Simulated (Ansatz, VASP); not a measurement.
## One calculation of BaTe, two programs

Contents of INCAR:

```
SYSTEM = BaTe
PREC     = Accurate       ! precision mode
ENCUT    = 520            ! plane-wave cutoff, eV
EDIFF    = 1E-7           ! SCF threshold, eV
ISMEAR   = 0              ! smearing method
SIGMA    = 0.05           ! smearing width, eV
LREAL    = .False.        ! projectors in reciprocal space
LASPH    = .True.         ! aspherical terms in the spheres
NELM     = 60             ! most SCF steps
ALGO     = Normal         ! electronic algorithm
ISIF     = 2              ! what is computed and relaxed
LWAVE    = .False.        ! write WAVECAR
LCHARG   = .False.        ! write CHGCAR
GGA      = CA             ! functional
NBANDS   = 15             ! bands
```

Contents of KPOINTS:

```
Automatic mesh
0
Gamma
  8 8 8
  0 0 0
```

File POSCAR:

```
BaTe
1.0
    4.1166807260      0.0000000000      0.0000000000
    0.0000000000      4.1166807260      0.0000000000
    0.0000000000      0.0000000000      4.4768902895
Ba Te
1 1
Direct
    0.0000000000      0.0000000000      0.0000000000
    0.5000000000      0.5000000000      0.5000000000
```

Input for Ansatz:

```yaml
crystal:
  lattice:
    - [4.116680726, 0.0, 0.0]
    - [0.0, 4.116680726, 0.0]
    - [0.0, 0.0, 4.4768902895]
  atoms:
    - { symbol: Ba, position: [0.0, 0.0, 0.0] }
    - { symbol: Te, position: [0.5, 0.5, 0.5] }
basis:
  ecutwfc: 420
kpoints:
  mp_grid: { grid: [8, 8, 8] }
hamiltonian:
  xc: lda
scf:
  occupations: { method: gaussian, width: 0.05 }
output:
  forces: true
  stress: true
  eigenvalues: true
```

Change from the starting cell: strain +0.0875 x Voigt [0, 0, 1, 0, 0, 0], atoms carried along.

Alike in both runs: task single point; functional LDA; k mesh 8 × 8 × 8; occupations gaussian, width 0.05 eV; no spin polarisation.

```csv
,VASP,Ansatz
version,VASP 6.6.1,Ansatz 0.2.0
potentials or method,"VASP PAW LDA potentials, release 64 (Ba_sv, Te), cutoff 520 eV","scalar-relativistic, plane waves, PAW"
valence electrons in the cell,16,26
```

```csv
,VASP,Ansatz,Ansatz less VASP
gap on the k mesh at the Fermi level (eV),0.22,0.32,+0.108
least direct gap on the mesh (eV),0.44,0.55,+0.105
pressure (GPa),-2.3,-2.8,-0.52
"traceless stress, the component that is largest in VASP (GPa)",-3.98,-3.98,+0.002
```

LDA's correlation is that of Perdew and Zunger in VASP and of Perdew and Wang (1992) in Ansatz. VASP's potentials hold 16 valence electrons a cell and Ansatz's 26, so a difference there can come from the potentials and not from the codes.

Spin-orbit coupling is off throughout.
